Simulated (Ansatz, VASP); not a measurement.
## Ta in VASP and in Ansatz

File INCAR:

```
SYSTEM = Ta
PREC = Accurate
ENCUT = 520
EDIFF = 1E-7
ISMEAR = 1
SIGMA = 0.1
LREAL = .False.
LASPH = .True.
NELM = 60
ALGO = Normal
ISIF = 2
LWAVE = .False.
LCHARG = .False.
GGA = PS
NBANDS = 18
```

The input KPOINTS:

```
Automatic mesh
0
Gamma
  14 14 7
  0 0 0
```

File POSCAR:

```
Ta
1.0
    2.9003720000      0.0435055800      0.0435055800
   -1.4125090600      2.4900432100      0.0159241500
    0.0774941100      0.0774941100      5.1662740000
Ta
2
Direct
    0.6666666667      0.3333333333      0.7500000000
    0.3333333333      0.6666666667      0.2500000000
```

Input for Ansatz:

```yaml
crystal:
  lattice:
    - [2.900372, 0.043505579999999995, 0.043505579999999995]
    - [-1.4125090599999999, 2.49004321, 0.01592415]
    - [0.07749410999999999, 0.07749410999999999, 5.166274]
  atoms:
    - { symbol: Ta, position: [0.6666666666666666, 0.3333333333333333, 0.75] }
    - { symbol: Ta, position: [0.3333333333333333, 0.6666666666666666, 0.25] }
basis:
  ecutwfc: 520.0
kpoints:
  mp_grid:
    grid: [14, 14, 7]
hamiltonian:
  xc: pbesol
scf:
  occupations:
    method: methfessel_paxton
output:
  stress: true
```

Alike in both runs: task single point; functional PBEsol; k mesh 14 × 14 × 7; no spin polarisation.

|  | VASP | Ansatz |
| --- | --- | --- |
| version | VASP 6.6.1 | Ansatz 0.2.0 |
| potentials or method | VASP PAW PBE potentials, release 64 (Ta_pv), cutoff 520 eV | plane waves, PAW |
| occupations | methfessel-paxton of order 1, width 0.1 eV | methfessel-paxton of order 1 |
| valence electrons in the cell | 22 | 26 |

|  | VASP | Ansatz | Ansatz less VASP |
| --- | --- | --- | --- |
| pressure (GPa) | -6.8 | -6.8 | -0.09 |
| traceless stress, the component that is largest in VASP (GPa) | 1.73 | 1.73 | -0.003 |

VASP's potentials were made for PBE, not for PBEsol. VASP's potentials hold 22 valence electrons a cell and Ansatz's 26, so a difference there can come from the potentials and not from the codes.

Spin-orbit coupling is off throughout.
